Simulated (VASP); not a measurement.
# SnTe (Fm-3m) in VASP: a series of runs

Runs on SnTe. Level: PBE+D3(BJ). Tasks: single point, relaxation of cell and atoms.

Everything below comes from runs of VASP 6.6.1. Logs are shortened: lines on timing, memory, paths and dates and some standing lists are left out, and cuts for length are marked.

### 1 The cell of the first run

The structure is cubic, space group Fm-3m (No. 225). The conventional cell has a = 6.310 Å, b = 6.310 Å, c = 6.310 Å, α = 90.00°, β = 90.00°, γ = 90.00°. Sn (site symmetry m-3m) has 6 Te at 3.16 Å within 4.2 Å. Te (site symmetry m-3m) has 6 Sn at 3.16 Å within 4.2 Å.

### 2 Single point, PBE+D3(BJ)

The input, INCAR:

```
  PREC = Accurate
  ENCUT = 520
  EDIFF = 1E-6
  ISMEAR = 0
  SIGMA = 0.1
  LREAL = F
  LASPH = T
  NELM = 100
  ALGO = Normal
  ISIF = 2
  LWAVE = F
  LCHARG = F
  GGA = PE
  IVDW = 12
  NBANDS = 17
```

The input, KPOINTS:

```
regular mesh
0
Gamma
  16 16 16
```

The input, POSCAR:

```
SnTe
1.0
    0.0000000000      3.1551700045      3.1551700045
    3.1551700045      0.0000000000      3.1551700045
    3.1551700045      3.1551700045      0.0000000000
Sn Te
1 1
Direct
    0.0000000000      0.0000000000      0.0000000000
    0.5000000000      0.5000000000      0.5000000000
```

Potentials or basis: VASP PAW PBE potentials, release 64 (Sn_d, Te).

Command:

```
$ cat potpaw_PBE.64/Sn_d/POTCAR potpaw_PBE.64/Te/POTCAR > POTCAR
$ mpirun -np 1 vasp_std > vasp.out
```

OUTCAR:

```text
PREC = Accurate
   ENCUT = 520
   EDIFF = 1E-6
   ISMEAR = 0
   LREAL = F
   LASPH = T
   NELM = 100
   ISIF = 2
   GGA = PE
   IVDW = 12
 IVDW          = 12

 ion  position               nearest neighbor table
   1  0.000  0.000  0.000-   2 3.16   2 3.16   2 3.16   2 3.16   2 3.16   2 3.16
   2  0.500  0.500  0.500-   1 3.16   1 3.16   1 3.16   1 3.16   1 3.16   1 3.16

  LATTYP: Found a face centered cubic cell.
 ALAT       =     6.3103400090

  Lattice vectors:

 A1 = (   0.0000000000,   3.1551700045,   3.1551700045)
 A2 = (   3.1551700045,   0.0000000000,   3.1551700045)
 A3 = (   3.1551700045,   3.1551700045,   0.0000000000)

Analysis of symmetry for initial positions (statically):
=====================================================================
 Subroutine PRICEL returns:
 Original cell was already a primitive cell.

 Routine SETGRP: Setting up the symmetry group for a
 face centered cubic supercell.

 Subroutine GETGRP returns: Found 48 space group operations
 (whereof 48 operations were pure point group operations)
 out of a pool of 48 trial point group operations.

The static configuration has the point symmetry O_h .

Analysis of symmetry for dynamics (positions and initial velocities):
=====================================================================
 Subroutine PRICEL returns:
 Original cell was already a primitive cell.

 Routine SETGRP: Setting up the symmetry group for a
 face centered cubic supercell.

 Subroutine GETGRP returns: Found 48 space group operations
 (whereof 48 operations were pure point group operations)
 out of a pool of 48 trial point group operations.

The dynamic configuration has the point symmetry O_h .

 Subroutine INISYM returns: Found 48 space group operations
 (whereof 48 operations are pure point group operations),
 and found     1 'primitive' translations

----------------------------------------------------------------------------------------

                                     Primitive cell

  volume of cell :      62.8201

  direct lattice vectors                    reciprocal lattice vectors
     0.000000000  3.155170004  3.155170004    -0.158470066  0.158470066  0.158470066
     3.155170004  0.000000000  3.155170004     0.158470066 -0.158470066  0.158470066
     3.155170004  3.155170004  0.000000000     0.158470066  0.158470066 -0.158470066

  length of vectors
[... 81 lines left out ...]
   NELM   =    100;   NELMIN=  2; NELMDL= -5     # of ELM steps
   EDIFF  = 0.1E-05   stopping-criterion for ELM
   LREAL  =      F    real-space projection
   EDIFFG = 0.1E-04   stopping-criterion for IOM
   NSW    =      0    number of steps for IOM
   IBRION =     -1    ionic relax: 0-MD 1-quasi-New 2-CG
   NFREE  =      0    steps in history (QN), initial steepest desc. (CG)
   ISIF   =      2    stress and relaxation
   ISYM   =      2    0-nonsym 1-usesym 2-fastsym
   POTIM  = 0.5000    time-step for ionic-motion
   TEBEG  =    0.0;   TEEND  =   0.0 temperature during run
   PSTRESS=    0.0 pullay stress
   NELECT =      20.0000    total number of electrons
   NUPDOWN=      -1.0000    fix difference up-down
   EMIN   =  10.00;   EMAX   =-10.00  energy-range for DOS
   EFERMI =   0.00;   METHOD = LEGACY
   ISMEAR =     0;   SIGMA  =   0.10  broadening in eV -4-tet -1-fermi 0-gaus
   EFERMI_NEDOS =   21; number of points for ismear=-14 and -15
   IALGO  =     38    algorithm
   IMIX   =      4    mixing-type and parameters
     AMIX     =   0.40;   BMIX     =  1.00
     AMIX_MAG =   1.60;   BMIX_MAG =  1.00
  volume/ion in A,a.u.               =      31.41       211.97
  Fermi-wavevector in a.u.,A,eV,Ry     =   1.117855  2.112439 17.001832  1.249599
  Thomas-Fermi vector in A             =   2.254481
   LORBIT       =      0    0 simple, 1 ext, 2 COOP (PROOUT), +10 PAW based schemes
   GGA     = PE    functional components
   LHFCALC =     F    Hartree Fock is set to
   AEXX    =    0.0000 exact exchange contribution
   IVDW    =    12    specifies the selected vdW correction
   LEPSILON=     F    determine dielectric tensor
   LRPA    =     F    only Hartree local field effects (RPA)
 non-spin polarized calculation
 Gauss-broadening in eV      SIGMA  =   0.10
  energy-cutoff  :      520.00
  volume of cell :       62.82
 maximum number of plane-waves:      1719
 NGX is ok and might be reduce to    36
   NGX = 17   NGY = 17   NGZ = 17

 number of electron      19.9999999 magnetization

 Free energy of the ion-electron system (eV)
  ---------------------------------------------------
  ext. energy  EPLUGINS =         0.00000000
  ---------------------------------------------------
  free energy    TOTEN  =        -7.54666507 eV

  energy without entropy =       -7.54654960  energy(sigma->0) =       -7.54660734

 E-fermi :   6.9589     XC(G=0):  -9.4746

 val. band max:        6.9232815078   @ k =   0.5000   0.0000   0.0000
 cond. band min:       7.0063835303   @ k =   0.5000   0.0000   0.0000
 fundamental gap:      0.0831020225
 Fermi energy:         6.9588986911

 k-point     1 :       0.0000    0.0000    0.0000
  band No.  band energies     occupation
      1     -14.9907      2.00000
      2     -14.9907      2.00000
      3     -14.9852      2.00000
      4     -14.9852      2.00000
      5     -14.9852      2.00000
      6      -5.8662      2.00000
[... 457 lines left out ...]
      4     -14.9848      2.00000
      5     -14.9845      2.00000
      6      -5.7786      2.00000
[... 9 lines left out ...]
     16      12.1011      0.00000
     17      14.0324      0.00000

 [... further k-points ...]

------------------------ aborting loop because EDIFF is reached ----------------------------------------

 Edisp (eV)   -0.79842

 E8    (eV) :    -0.3763

  FORCE on cell =-STRESS in cart. coord.  units (eV):
  Direction    XX          YY          ZZ          XY          YZ          ZX
  --------------------------------------------------------------------------------------
  -------------------------------------------------------------------------------------
  Total      -0.03561    -0.03561    -0.03561     0.00000     0.00000     0.00000
  in kB      -0.90826    -0.90826    -0.90826     0.00000     0.00000     0.00000
  external pressure =       -0.91 kB  Pullay stress =        0.00 kB

 VOLUME and BASIS-vectors are now :
 -----------------------------------------------------------------------------
  energy-cutoff  :      520.00
  volume of cell :       62.82
      direct lattice vectors                 reciprocal lattice vectors
     0.000000000  3.155170004  3.155170004    -0.158470066  0.158470066  0.158470066
     3.155170004  0.000000000  3.155170004     0.158470066 -0.158470066  0.158470066
     3.155170004  3.155170004  0.000000000     0.158470066  0.158470066 -0.158470066

 POSITION                                       TOTAL-FORCE (eV/Angst)
 -----------------------------------------------------------------------------------
      0.00000      0.00000      0.00000         0.000000      0.000000      0.000000
      3.15517      3.15517      3.15517        -0.000000     -0.000000     -0.000000
 -----------------------------------------------------------------------------------
    total drift:                               -0.000000      0.000000      0.000000

  FREE ENERGIE OF THE ION-ELECTRON SYSTEM (eV)
  ---------------------------------------------------
  free  energy   TOTEN  =        -8.3450806318 eV

  energy  without entropy=       -8.3449651576  energy(sigma->0) =       -8.34502289
```

OSZICAR:

```text
N       E                     dE             d eps       ncg     rms          rms(c)
DAV:   1     0.124942032022E+03    0.12494E+03   -0.95439E+03  5015   0.136E+03
DAV:   2     0.372136490241E+01   -0.12122E+03   -0.11777E+03  5355   0.329E+02
DAV:   3    -0.727348510009E+01   -0.10995E+02   -0.10914E+02  6052   0.884E+01
DAV:   4    -0.758464428831E+01   -0.31116E+00   -0.31093E+00  5918   0.153E+01
DAV:   5    -0.759729434113E+01   -0.12650E-01   -0.12649E-01  7132   0.301E+00    0.452E+00
DAV:   6    -0.754467528989E+01    0.52619E-01   -0.12200E-01  6647   0.231E+00    0.282E+00
DAV:   7    -0.754619281018E+01   -0.15175E-02   -0.51044E-02  5887   0.109E+00    0.789E-01
DAV:   8    -0.754655806782E+01   -0.36526E-03   -0.70546E-03  6271   0.672E-01    0.171E-01
DAV:   9    -0.754666545195E+01   -0.10738E-03   -0.65069E-04  6926   0.250E-01    0.360E-02
DAV:  10    -0.754665947591E+01    0.59760E-05   -0.11204E-04  6464   0.899E-02    0.157E-02
DAV:  11    -0.754666546224E+01   -0.59863E-05   -0.42721E-05  6009   0.508E-02    0.258E-02
DAV:  12    -0.754666507440E+01    0.38783E-06   -0.25151E-06  5801   0.107E-02
   1 F= -.83450806E+01 E0= -.83450229E+01  d E =-.115474E-03
```

It took 56 s on 1 thread of Intel Xeon 6975P-C (Granite Rapids), shared host; peak memory 0.32 GiB.

What came out:

```
Free energy                : -8.3451 eV
Pressure                   : -0.1 GPa
Band gap on the k mesh     : 0.08 eV
Dispersion energy per atom : -0.399 eV
```

Caveat: spin-orbit coupling is left out, which moves the levels of the heavy elements.

### 3 Relaxation of cell and atoms, PBE+D3(BJ)

This run uses another cell than the first one, of 32.33 Å³/atom.

The input, INCAR:

```
  PREC = Accurate
  ENCUT = 600
  EDIFF = 1E-6
  ISMEAR = 0
  SIGMA = 0.1
  LREAL = F
  LASPH = T
  NELM = 100
  ALGO = Normal
  ISIF = 3
  LWAVE = F
  LCHARG = F
  GGA = PE
  IVDW = 12
  IBRION = 2
  NSW = 100
  EDIFFG = -0.01
```

The input, KPOINTS:

```
Automatic mesh
0
Gamma
  16 16 16
```

The input, POSCAR:

```
SnTe
1.0
    0.0000000000      3.1858129500      3.1858129500
    3.1858129500      0.0000000000      3.1858129500
    3.1858129500      3.1858129500      0.0000000000
Sn Te
1 1
Direct
    0.0000000000      0.0000000000      0.0000000000
    0.5000000000      0.5000000000      0.5000000000
```

Potentials or basis: VASP PAW PBE potentials, release 64 (Sn_d, Te).

Command:

```
$ cat potpaw_PBE.64/Sn_d/POTCAR potpaw_PBE.64/Te/POTCAR > POTCAR
$ mpirun -np 1 vasp_std > vasp.out
```

Run time: 100 s. Hardware: 1 thread of Intel Xeon 6975P-C (Granite Rapids), shared host; peak memory 0.35 GiB.

Results (log left out):

| Item | Value |
| --- | --- |
| Free energy | -8.3453 eV |
| Relaxed volume | 31.40 Å³/atom |
| Relaxed cell | a = 4.462 Å, b = 4.462 Å, c = 4.462 Å, α = 60.00°, β = 60.00°, γ = 60.00° |
| Space group after relaxing (to 0.1 Å) | Fm-3m (No. 225) |
| Energy gained by relaxing | 3.8 meV/atom |
| Ionic steps | 3 |
| Pressure after relaxing | 0.0 GPa |
| Band gap on the k mesh | 0.08 eV |
| Dispersion energy per atom | -0.399 eV |

The path:
| step | energy change (eV) | largest force (eV/Å) | pressure (GPa) | volume (Å³) |
| --- | --- | --- | --- | --- |
| 1 | 0.0000 | 0.0000 | -1.27 | 64.67 |
| 2 | -0.0069 | 0.0000 | 0.37 | 62.29 |
| 3 | -0.0075 | 0.0000 | -0.01 | 62.80 |

Final structure:
```
CELL_PARAMETERS angstrom
0.00000 3.15487 3.15487
3.15487 0.00000 3.15487
3.15487 3.15487 0.00000
ATOMIC_POSITIONS crystal
Sn 0.00000 0.00000 0.00000
Te 0.50000 0.50000 0.50000
```

Levels at points of the mesh, in eV from the valence-band top:
| k point | band 7 | band 8 | band 9 | band 10 | band 11 | band 12 | band 13 | band 14 |
| --- | --- | --- | --- | --- | --- | --- | --- | --- |
| (0.00, 0.00, 0.00) | -4.71 | -2.15 | -2.15 | -2.15 | 3.33 | 3.33 | 3.33 | 4.74 |
| (0.50, 0.00, 0.00) | -8.33 | -1.81 | -1.81 | 0.00 | 0.08 | 0.36 | 0.36 | 7.76 |
| (0.50, 0.50, 0.00) | -6.48 | -5.57 | -3.74 | -3.74 | 2.17 | 4.89 | 4.89 | 6.35 |

Caveat: spin-orbit coupling is left out, which moves the levels of the heavy elements. A k mesh can miss the band edges.

### 4 Single point, PBE+D3(BJ)

This run uses another cell than the first one, of 32.33 Å³/atom.

The input, INCAR:

```
SYSTEM = SnTe
PREC     = Accurate       ! precision mode
ENCUT    = 520            ! plane-wave cutoff, eV
EDIFF    = 1E-6           ! SCF threshold, eV
ISMEAR   = 0              ! smearing method
SIGMA    = 0.1            ! smearing width, eV
LREAL    = .FALSE.        ! projectors in reciprocal space
LASPH    = .TRUE.         ! aspherical terms in the spheres
NELM     = 100            ! most SCF steps
ALGO     = Normal         ! electronic algorithm
ISIF     = 2              ! what is computed and relaxed
LWAVE    = .FALSE.        ! write WAVECAR
LCHARG   = .TRUE.         ! write CHGCAR
GGA      = PE             ! functional
IVDW     = 12             ! dispersion correction
LELF     = .TRUE.         ! ELF
LVHAR    = .TRUE.       
NBANDS   = 17             ! bands
```

The input, KPOINTS:

```
regular mesh
0
G
  6 6 6
  0 0 0
```

POSCAR is that of step 3.

Command:

```
$ cat potpaw_PBE.64/Sn_d/POTCAR potpaw_PBE.64/Te/POTCAR > POTCAR
$ mpirun -np 1 vasp_std > vasp.out
```

It took 9.8 s on 1 thread of Intel Xeon 6975P-C (Granite Rapids), shared host; peak memory 0.21 GiB.

Results (log left out):

```
Free energy                : -8.3376 eV
Pressure                   : -1.3 GPa
Band gap on the k mesh     : zero (filled and empty bands touch)
Dispersion energy per atom : -0.387 eV
```

Levels at points of the mesh, in eV from the Fermi level:
```tsv
k point	band 8	band 9	band 10	band 11	band 12	band 13
(0.00, 0.00, 0.00)	-2.09	-2.09	-2.09	3.25	3.25	3.25
(0.50, 0.00, 0.00)	-1.76	-1.76	0.00	0.00	0.38	0.38
(0.50, 0.50, 0.00)	-5.38	-3.62	-3.62	2.27	4.73	4.73
```

Caveat: semilocal functionals underestimate gaps, so a narrow gap can read as zero; spin-orbit coupling is left out, which moves the levels of the heavy elements.

### 5 Overview

```tsv
task	cell	k mesh	cutoff (eV)	gap on the mesh (eV)	pressure (GPa)
single point	a = 4.462 Å, angles 60.0°, 2 atoms	16 × 16 × 16	520	0.08	-0.1
relaxation of cell and atoms	relaxed from a = 4.505 Å, angles 60.0°, 2 atoms	16 × 16 × 16	600	0.08	0.0
single point	a = 4.505 Å, angles 60.0°, 2 atoms	6 × 6 × 6	520	none	-1.3
```

Alike in all rows: level PBE+D3(BJ); potentials or basis VASP PAW PBE potentials, release 64 (Sn_d, Te); no spin polarisation; smearing gaussian 0.1 eV.

Caveats: spin-orbit coupling is left out, which moves the levels of the heavy elements; semilocal functionals underestimate gaps, so a narrow gap can read as zero (at least some runs).

Absolute energies hang on the potentials; compare differences alone.
